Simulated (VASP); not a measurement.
Input of a VASP 6.6.1 run:

Contents of INCAR:

```
SYSTEM = TaN
PREC = Accurate
ENCUT = 520
EDIFF = 1E-6
ISMEAR = -1
SIGMA = 0.1
LREAL = .False.
LASPH = .True.
NELM = 80
ALGO = Normal
ISIF = 2
LWAVE = .False.
LCHARG = .False.
NBANDS = 33
```

KPOINTS

```
Automatic mesh
0
Gamma
  5 5 8
  0 0 0
```

File POSCAR:

```
TaN
1.0
    5.1403598850      0.0000000000      0.0000000000
   -2.5701799425      4.4516822450      0.0000000000
    0.0000000000      0.0000000000      2.8694131804
Ta N
3 3
Direct
    0.3333333333      0.6666666667      0.5000000000
    0.6666666667      0.3333333333      0.5000000000
    0.0000000000      0.0000000000      0.0000000000
    0.3933360659      0.0000000000      0.0000000000
    0.6066639341      0.6066639341      0.0000000000
    0.0000000000      0.3933360659      0.0000000000
```

Potentials or basis: VASP PAW LDA potentials, release 64 (Ta_pv, N).

Command:

```bash
$ cat potpaw_LDA.64/Ta_pv/POTCAR potpaw_LDA.64/N/POTCAR > POTCAR
$ mpirun -np 1 vasp_std > vasp.out
```

(1) Predict the band gap on the k mesh.

(2) Predict the largest force.

(3) What does it give for the pressure?

Answers

(1) zero (bands 24 and 25 overlap by 3.21 eV).

(2) 0.021 eV/Å.

(3) 3.9 GPa.

Caveat: the cell stands under pressure; spin-orbit coupling is left out, which moves the levels of the heavy elements.
